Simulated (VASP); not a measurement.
A run of VASP 6.6.1:

Contents of INCAR:

```
SYSTEM = TiSi16
  ALGO = Normal
  EDIFF = 1E-6
  ENCUT = 520
  GGA = PS
  ISIF = 2
  ISMEAR = -1
  LASPH = .TRUE.
  LCHARG = .FALSE.
  LREAL = Auto
  LWAVE = .FALSE.
  NBANDS = 52
  NELM = 60
  PREC = Accurate
  SIGMA = 0.02
```

KPOINTS

```
k-points
0
G
  2 2 2
  0 0 0
```

Contents of POSCAR:

```
TiSi16
1.0
    0.0000000000      5.4300000000      5.4300000000
    5.4300000000      0.0000000000      5.4300000000
    5.4300000000      5.4300000000      0.0000000000
Si Ti
16 1
Direct
   -0.0419613260     -0.1488858195      0.0504327808
    0.2410313076     -0.0609576427      0.1150092081
   -0.0332872928      0.0744475138      0.4367679558
    0.0770626151      0.0336003683      0.6949263352
    0.0150736648      0.3343186004      0.0149263352
    0.0918232044      0.4805340700      0.1773296501
    0.0216942910      0.4241804788      0.5277900552
    0.1223848987      0.5837845304      0.6558655617
    0.6302854512     -0.1133057090      0.0276151013
    0.5818139963      0.0555709024      0.2591620626
    0.4599723757     -0.1502486188      0.6848526703
    0.6401197053      0.0333793738      0.6668416206
    0.4574125230      0.3795488029      0.0532320442
    0.6527440147      0.4885267035      0.1617311234
    0.5285543278      0.3579281768      0.5145211786
    0.6179742173      0.5125230203      0.6685451197
    0.3707366483      0.7680478821      0.4437937385
```

Potentials or basis: VASP PAW PBE potentials, release 64 (Si, Ti_sv).

Launch:

```console
$ cat potpaw_PBE.64/Si/POTCAR potpaw_PBE.64/Ti_sv/POTCAR > POTCAR
$ mpirun -np 1 vasp_std > vasp.out
```

Hardware: 1 thread of AMD EPYC 9R45 (Zen 5), with other jobs on the host.

**Question.** How long does it take, and how much memory?

**Answer.** Run time: 3.5 min on 1 thread of AMD EPYC 9R45 (Zen 5), with other jobs on the host, peak memory 0.45 GiB. Counts: scf iterations 15, k points 8.
